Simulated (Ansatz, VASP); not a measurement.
## TaN in VASP and in Ansatz

```xyz
2
Lattice="2.9502 0.0000 0.0000 -1.4751 2.5549 0.0000 0.0000 0.0000 2.8978" Properties=species:S:1:pos:R:3 pbc="T T T"
Ta    0.0000    1.7033    1.4489
N     0.0000    0.0000    0.0000
```

Alike in both runs: task single point; functional PBE; k mesh 18 × 18 × 14; occupations gaussian, width 0.1 eV; non-collinear spin, spin-orbit coupling.

|  | VASP | Ansatz |
| --- | --- | --- |
| version | VASP 6.6.1 | Ansatz 0.2.0 |
| potentials or method | VASP PAW PBE potentials, release 64 (Ta_sv_GW, N), cutoff 600 eV | plane waves, PAW |
| valence electrons in the cell | 18 | 18 |

```tsv
	VASP	Ansatz	Ansatz less VASP
pressure (GPa)	0.0	-0.4	-0.39
traceless stress, the component that is largest in VASP (GPa)	-0.04	-0.12	-0.073
net moment per atom (μB)	0.00	0.00	0.000
```
